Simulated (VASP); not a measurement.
A run of VASP 6.6.1 is set up as follows.

INCAR

```
SYSTEM = SiO2
PREC = Accurate
ENCUT = 910
EDIFF = 1E-6
ISMEAR = 0
SIGMA = 0.05
LREAL = .False.
LASPH = .True.
NELM = 120
ALGO = Normal
ISIF = 2
LWAVE = .False.
LCHARG = .False.
NBANDS = 25
GGA_COMPAT = .False.
```

File KPOINTS:

```
Automatic mesh
0
Gamma
  6 6 8
  0 0 0
```

Contents of POSCAR:

```
SiO2
1.0
    4.2299000000      0.0000000000      0.0000000000
    0.0000000000      4.2299000000      0.0000000000
    0.0000000000      0.0000000000      2.4058000000
Si O
2 4
Direct
    0.5000000000      0.5000000000      0.5000000000
    0.0000000000      0.0000000000      0.0000000000
    0.6944252994      0.6944252994      0.0000000000
    0.1944252994      0.8055747006      0.5000000000
    0.3055747006      0.3055747006      0.0000000000
    0.8055747006      0.1944252994      0.5000000000
```

Potentials or basis: VASP PAW LDA potentials, release 64 (Si, O_h).

Run with:

```bash
$ cat potpaw_LDA.64/Si/POTCAR potpaw_LDA.64/O_h/POTCAR > POTCAR
$ mpirun -np 1 vasp_std > vasp.out
```

(1) Estimate the pressure.

(2) Estimate the band gap on the k mesh.

Answers

(1) 35.6 GPa.

(2) 7.12 eV, direct.

Caveat: the cutoff is under 1.25 times the usual one of these potentials, so pressure, stress and relaxed cells hold a basis-set (Pulay) error.
